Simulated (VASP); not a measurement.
Runs of VASP 6.6.1 on GeCl5. The structure is that of space group P-6m2 (No. 187), or close to it. The cells are those of the table. 

| task | cell | k mesh | cutoff (eV) | gap on the mesh (eV) | pressure (GPa) | largest force (eV/Å) |
| --- | --- | --- | --- | --- | --- | --- |
| single point | a = 5.118, b = 5.118, c = 7.808 Å, angles 90.0, 90.0, 120.0°, 6 atoms | 6 × 6 × 2 | 520 | none | 13.5 | (a) |
| single point | a = 4.609, b = 4.609, c = 10.601 Å, angles 90.0, 90.0, 120.0°, 6 atoms | 12 × 12 × 4 | 520 | none | -0.1 | 0.01 |
| relaxation of cell and atoms | relaxed from a = 5.118, b = 5.118, c = 7.808 Å, angles 90.0, 90.0, 120.0°, 6 atoms | 6 × 6 × 2 | 600 | none | 0.0 | 0.02 |
| single point | a = 4.620, b = 4.620, c = 10.388 Å, angles 90.0, 90.0, 120.0°, 6 atoms | 6 × 6 × 2 | 520 | none | -0.1 | 0.02 |

Alike in all rows: level PBE; potentials or basis VASP PAW PBE potentials, release 64 (Ge_d, Cl); no spin polarisation; smearing gaussian 0.1 eV.

**Question.** Estimate the missing entries.

**Answer.** (a) 2.83.

Caveats: some runs use coarse meshes; an odd number of electrons without spin polarisation forces a metal; a magnetic or distorted state may lie lower; this functional lacks dispersion, which binds the layers, so the pressure and a relaxed spacing across them are unreliable (some runs).

A k mesh can miss the band edges, and the runs leave out spin-orbit coupling on Ge.

A gap of «none» marks levels without a gap at the run's occupations.
